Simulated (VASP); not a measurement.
# Ru (I4/mmm) in VASP: single point with PBE

Aim: the single point of Ru with PBE.

Program: VASP 6.6.1. These are calculated values, not measurements. Logs are shortened: lines on timing, memory, paths and dates and some standing lists are left out, and cuts for length are marked.

## Step 1: The cell of the first run

It takes space group I4/mmm (No. 139, tetragonal). The conventional cell has a = 2.742 Å, b = 2.742 Å, c = 8.201 Å, α = 90.00°, β = 90.00°, γ = 90.00°. Within 3.2 Å of Ru (site symmetry 4mm) lie 9 Ru at 2.45 to 2.74 Å.

## Step 2: Single point, PBE

INCAR reads:

```
SYSTEM = Ru
PREC = Accurate ; ENCUT = 520
EDIFF = 1E-6 ; ISMEAR = 0
SIGMA = 0.1 ; LREAL = .False.
LASPH = .True. ; NELM = 100
ALGO = Fast ; ISIF = 2
LWAVE = .False. ; LCHARG = .False.
GGA = PE ; NBANDS = 21
```

KPOINTS reads:

```
regular mesh
0
Gamma
  28 28 28
  0 0 0
```

POSCAR reads:

```
Ru
1.0
   -1.3711538280      1.3711538280      4.1003927869
    1.3711538280     -1.3711538280      4.1003927869
    1.3711538280      1.3711538280     -4.1003927869
Ru
2
Direct
    0.1493266702      0.1493266702      0.0000000000
    0.8506733298      0.8506733298      0.0000000000
```

Potentials or basis: VASP PAW PBE potentials, release 64 (Ru_pv).

On the command line:

```
$ cat potpaw_PBE.64/Ru_pv/POTCAR > POTCAR
$ mpirun -np 1 vasp_std > vasp.out
```

OUTCAR:

```text
SYSTEM = Ru
   PREC = Accurate
   ENCUT = 520
   EDIFF = 1E-6
   ISMEAR = 0
   LREAL = .False.
   LASPH = .True.
   NELM = 100
   ISIF = 2
   GGA = PE

 ion  position               nearest neighbor table
   1  0.149  0.149  0.000-   2 2.45   2 2.55   2 2.55   2 2.55   2 2.55
   2  0.851  0.851  0.000-   1 2.45   1 2.55   1 2.55   1 2.55   1 2.55

  LATTYP: Found a body centered tetragonal cell.
 ALAT       =     2.7423076560
 C/A-ratio  =     2.9904688323

  Lattice vectors:

 A1 = (  -1.3711538280,   1.3711538280,   4.1003927869)
 A2 = (   1.3711538280,  -1.3711538280,   4.1003927869)
 A3 = (   1.3711538280,   1.3711538280,  -4.1003927869)

Analysis of symmetry for initial positions (statically):
=====================================================================
 Subroutine PRICEL returns:
 Original cell was already a primitive cell.

 Routine SETGRP: Setting up the symmetry group for a
 body centered tetragonal supercell.

 Subroutine GETGRP returns: Found 16 space group operations
 (whereof 16 operations were pure point group operations)
 out of a pool of 16 trial point group operations.

The static configuration has the point symmetry D_4h.

Analysis of symmetry for dynamics (positions and initial velocities):
=====================================================================
 Subroutine PRICEL returns:
 Original cell was already a primitive cell.

 Routine SETGRP: Setting up the symmetry group for a
 body centered tetragonal supercell.

 Subroutine GETGRP returns: Found 16 space group operations
 (whereof 16 operations were pure point group operations)
 out of a pool of 16 trial point group operations.

The dynamic configuration has the point symmetry D_4h.

 Subroutine INISYM returns: Found 16 space group operations
 (whereof 16 operations are pure point group operations),
 and found     1 'primitive' translations

----------------------------------------------------------------------------------------

                                     Primitive cell

  volume of cell :      30.8360

  direct lattice vectors                    reciprocal lattice vectors
    -1.371153828  1.371153828  4.100392787     0.000000000  0.364656386  0.121939537
     1.371153828 -1.371153828  4.100392787     0.364656386  0.000000000  0.121939537
     1.371153828  1.371153828 -4.100392787     0.364656386  0.364656386  0.000000000

  length of vectors
     4.535785119  4.535785119  4.535785119     0.384504266  0.384504266  0.515702007

  position of ions in fractional coordinates (direct lattice)
     0.149326670  0.149326670  0.000000000
     0.850673330  0.850673330  0.000000000

  ion indices of the primitive-cell ions
   primitive index   ion index
                 1           1
                 2           2

----------------------------------------------------------------------------------------

 KPOINTS: regular mesh

Automatic generation of k-mesh.
 Grid dimensions read from file:
 generate k-points for:   28   28   28

 Generating k-lattice:

  Cartesian coordinates                     Fractional coordinates (reciprocal lattice)
     0.000000000  0.013023442  0.004354983     0.035714286 -0.000000000  0.000000000
     0.013023442  0.000000000  0.004354983    -0.000000000  0.035714286  0.000000000
     0.013023442  0.013023442  0.000000000     0.000000000  0.000000000  0.035714286

  Length of vectors
     0.013732295  0.013732295  0.018417929

  Shift w.r.t. Gamma in fractional coordinates (k-lattice)
     0.000000000  0.000000000  0.000000000

 Subroutine IBZKPT returns following result:
 ===========================================

 Found   1639 irreducible k-points:

 Following reciprocal coordinates:
            Coordinates               Weight
  0.000000  0.000000  0.000000      1.000000
  0.035714  0.000000  0.000000      8.000000
  0.071429  0.000000  0.000000      8.000000
  0.107143  0.000000  0.000000      8.000000
  0.142857  0.000000  0.000000      8.000000
  0.178571  0.000000  0.000000      8.000000
[... 16 lines left out ...]
  0.285714  0.035714 -0.000000     16.000000
  0.321429  0.035714 -0.000000     16.000000
 [... further k-points ...]
   k-points           NKPTS =   1639   k-points in BZ     NKDIM =   1639   number of bands    NBANDS=     21
   number of dos      NEDOS =    301   number of ions     NIONS =      2
   total plane-waves  NPLWV =  46656
   dimension x,y,z NGX =    36 NGY =   36 NGZ =   36
   dimension x,y,z NGXF=    72 NGYF=   72 NGZF=   72
   ions per type =               2
   NGX,Y,Z   is equivalent  to a cutoff of  13.19, 13.19, 13.19 a.u.
   NGXF,Y,Z  is equivalent  to a cutoff of  26.39, 26.39, 26.39 a.u.
 SYSTEM =  Ru
   PREC   = accura    normal or accurate (medium, high low for compatibility)
   ISTART =      0    job   : 0-new  1-cont  2-samecut
   ICHARG =      2    charge: 1-file 2-atom 10-const
   ISPIN  =      1    spin polarized calculation?
   LNONCOLLINEAR =      F non collinear calculations
   LSORBIT =      F    spin-orbit coupling
   LASPH  =      T    aspherical Exc in radial PAW
   ENCUT  =  520.0 eV  38.22 Ry    6.18 a.u.   8.43  8.43  8.43*2*pi/ulx,y,z
   NELM   =    100;   NELMIN=  2; NELMDL= -5     # of ELM steps
   EDIFF  = 0.1E-05   stopping-criterion for ELM
   LREAL  =      F    real-space projection
   EDIFFG = 0.1E-04   stopping-criterion for IOM
   NSW    =      0    number of steps for IOM
   IBRION =     -1    ionic relax: 0-MD 1-quasi-New 2-CG
   NFREE  =      0    steps in history (QN), initial steepest desc. (CG)
   ISIF   =      2    stress and relaxation
   ISYM   =      2    0-nonsym 1-usesym 2-fastsym
   POTIM  = 0.5000    time-step for ionic-motion
   TEBEG  =    0.0;   TEEND  =   0.0 temperature during run
   PSTRESS=    0.0 pullay stress
   NELECT =      28.0000    total number of electrons
   NUPDOWN=      -1.0000    fix difference up-down
   EMIN   =  10.00;   EMAX   =-10.00  energy-range for DOS
   EFERMI =   0.00;   METHOD = LEGACY
   ISMEAR =     0;   SIGMA  =   0.10  broadening in eV -4-tet -1-fermi 0-gaus
   EFERMI_NEDOS =   21; number of points for ismear=-14 and -15
   IALGO  =     68    algorithm
   IMIX   =      4    mixing-type and parameters
     AMIX     =   0.40;   BMIX     =  1.00
     AMIX_MAG =   1.60;   BMIX_MAG =  1.00
  volume/ion in A,a.u.               =      15.42       104.05
  Fermi-wavevector in a.u.,A,eV,Ry     =   1.585288  2.995760 34.193329  2.513139
  Thomas-Fermi vector in A             =   2.684776
   LORBIT       =      0    0 simple, 1 ext, 2 COOP (PROOUT), +10 PAW based schemes
   GGA     = PE    functional components
   LHFCALC =     F    Hartree Fock is set to
   AEXX    =    0.0000 exact exchange contribution
   IVDW    =     0    specifies the selected vdW correction
   LEPSILON=     F    determine dielectric tensor
   LRPA    =     F    only Hartree local field effects (RPA)
 non-spin polarized calculation
 RMM-DIIS sequential band-by-band and
 Gauss-broadening in eV      SIGMA  =   0.10
  energy-cutoff  :      520.00
  volume of cell :       30.84
 maximum number of plane-waves:       848
 NGX is ok and might be reduce to    36
   NGX = 17   NGY = 17   NGZ = 17

 number of electron      27.9999997 magnetization

 Free energy of the ion-electron system (eV)
  ---------------------------------------------------
  ext. energy  EPLUGINS =         0.00000000
  ---------------------------------------------------
  free energy    TOTEN  =       -17.63528915 eV

  energy without entropy =      -17.63001715  energy(sigma->0) =      -17.63265315

 E-fermi :  10.6615     XC(G=0): -13.1809

 val. band max:       10.6608362180   @ k =  -0.2500   0.2857   0.1071
 cond. band min:      10.6623367432   @ k =  -0.1786   0.3214   0.0714
 fundamental gap:      0.0015005252
 Fermi energy:        10.6614945551

 k-point     1 :       0.0000    0.0000    0.0000
  band No.  band energies     occupation
      1     -32.9095      2.00000
      2     -32.0701      2.00000
      3     -32.0701      2.00000
      4     -31.7518      2.00000
      5     -31.7518      2.00000
      6     -31.6427      2.00000
[... 13 lines left out ...]
     20      21.3483      0.00000
     21      21.3562      0.00000

 k-point     2 :       0.0357    0.0000    0.0000
  band No.  band energies     occupation
      1     -32.9072      2.00000
      2     -32.0782      2.00000
      3     -32.0686      2.00000
      4     -31.7574      2.00000
      5     -31.7522      2.00000
      6     -31.6418      2.00000
[... 13 lines left out ...]
     20      21.3481      0.00000
     21      21.3565      0.00000

 k-point     3 :       0.0714    0.0000    0.0000
  band No.  band energies     occupation
      1     -32.9006      2.00000
      2     -32.1015      2.00000
      3     -32.0644      2.00000
      4     -31.7740      2.00000
      5     -31.7536      2.00000
      6     -31.6397      2.00000
[... 13 lines left out ...]
     20      21.3481      0.00000
     21      21.3576      0.00000

 k-point     4 :       0.1071    0.0000    0.0000
  band No.  band energies     occupation
      1     -32.8901      2.00000
      2     -32.1377      2.00000
      3     -32.0574      2.00000
      4     -31.8005      2.00000
      5     -31.7559      2.00000
      6     -31.6378      2.00000
[... 13 lines left out ...]
     20      21.3481      0.00000
     21      21.3609      0.00000

 k-point     5 :       0.1429    0.0000    0.0000
  band No.  band energies     occupation
      1     -32.8764      2.00000
      2     -32.1837      2.00000
      3     -32.0479      2.00000
      4     -31.8347      2.00000
      5     -31.7592      2.00000
      6     -31.6376      2.00000
[... 13 lines left out ...]
     20      21.3481      0.00000
     21      21.3740      0.00000

 k-point     6 :       0.1786    0.0000    0.0000
  band No.  band energies     occupation
      1     -32.8606      2.00000
      2     -32.2362      2.00000
      3     -32.0360      2.00000
      4     -31.8743      2.00000
      5     -31.7636      2.00000
      6     -31.6403      2.00000
[... 13 lines left out ...]
     20      21.4672      0.00000
     21      23.9408      0.00000

 k-point     7 :       0.2143    0.0000    0.0000
  band No.  band energies     occupation
      1     -32.8441      2.00000
      2     -32.2923      2.00000
      3     -32.0222      2.00000
      4     -31.9161      2.00000
      5     -31.7692      2.00000
      6     -31.6465      2.00000
[... 13 lines left out ...]
     20      21.5855      0.00000
     21      23.1786      0.00000
[... 291 lines left out ...]
      1     -32.8502      2.00000
      2     -32.2376      2.00000
      3     -32.0463      2.00000
      4     -31.8737      2.00000
      5     -31.7656      2.00000
      6     -31.6475      2.00000
[... 13 lines left out ...]
     20      21.6661      0.00000
     21      23.8323      0.00000

 k-point    21 :       0.2143    0.0357    0.0000
  band No.  band energies     occupation
      1     -32.8326      2.00000
      2     -32.2943      2.00000
      3     -32.0331      2.00000
      4     -31.9147      2.00000
      5     -31.7708      2.00000
      6     -31.6546      2.00000
[... 13 lines left out ...]
     20      21.7610      0.00000
     21      23.1148      0.00000

 k-point    22 :       0.2500    0.0357    0.0000
  band No.  band energies     occupation
      1     -32.8162      2.00000
      2     -32.3516      2.00000
      3     -32.0188      2.00000
      4     -31.9539      2.00000
      5     -31.7773      2.00000
      6     -31.6651      2.00000
[... 13 lines left out ...]
     20      21.3500      0.00000
     21      23.1524      0.00000

 k-point    23 :       0.2857    0.0357   -0.0000
  band No.  band energies     occupation
      1     -32.8023      2.00000
      2     -32.4069      2.00000
      3     -32.0096      2.00000
      4     -31.9827      2.00000
      5     -31.7851      2.00000
      6     -31.6783      2.00000
[... 13 lines left out ...]
     20      21.3486      0.00000
     21      23.5624      0.00000

 k-point    24 :       0.3214    0.0357   -0.0000
  band No.  band energies     occupation
      1     -32.7922      2.00000
      2     -32.4576      2.00000
      3     -32.0272      2.00000
      4     -31.9775      2.00000
      5     -31.7943      2.00000
      6     -31.6935      2.00000
[... 13 lines left out ...]
     20      21.3481      0.00000
     21      23.6985      0.00000

 [... further k-points ...]

------------------------ aborting loop because EDIFF is reached ----------------------------------------

  FORCE on cell =-STRESS in cart. coord.  units (eV):
  Direction    XX          YY          ZZ          XY          YZ          ZX
  --------------------------------------------------------------------------------------
  -------------------------------------------------------------------------------------
  Total       -0.0001111     -0.0001111      0.0380377      0.0000000      0.0000000     -0.0000000
  in kB       -0.0057738     -0.0057738      1.9763668      0.0000000      0.0000000     -0.0000000
  external PRESSURE =       0.6549397 kB  Pullay stress =       0.0000000 kB

 VOLUME and BASIS-vectors are now :
 -----------------------------------------------------------------------------
  energy-cutoff  :      520.00
  volume of cell :       30.84
      direct lattice vectors                 reciprocal lattice vectors
    -1.371153828  1.371153828  4.100392787     0.000000000  0.364656386  0.121939537
     1.371153828 -1.371153828  4.100392787     0.364656386  0.000000000  0.121939537
     1.371153828  1.371153828 -4.100392787     0.364656386  0.364656386  0.000000000

 POSITION                                       TOTAL-FORCE (eV/Angst)
 -----------------------------------------------------------------------------------
      0.00000      0.00000      1.22460         0.000000      0.000000     -0.007496
      0.00000      0.00000      6.97619        -0.000000     -0.000000      0.007496
 -----------------------------------------------------------------------------------
    total drift:                                0.000000      0.000000     -0.000000

  FREE ENERGIE OF THE ION-ELECTRON SYSTEM (eV)
  ---------------------------------------------------
  free  energy   TOTEN  =       -17.6352891460 eV

  energy  without entropy=      -17.6300171520  energy(sigma->0) =      -17.63265315
```

It took 20 min on 1 thread of Intel Xeon Platinum 8488C (Sapphire Rapids), shared host; peak memory 0.9 GiB.

Results:

```yaml
Free_energy: -17.6353 eV
Pressure: 0.1 GPa
Largest_force: 0.007 eV/Å
Band_gap_on_the_k_mesh: zero (bands 14 and 15 overlap by 3.22 eV)
```

Forces on the atoms (eV/Å):
```
Ru   0.000  0.000 -0.007
Ru   0.000  0.000  0.007
```

Stress tensor (GPa, compression positive):
```
0.00 0.00 0.00
0.00 0.00 0.00
0.00 0.00 0.20
```
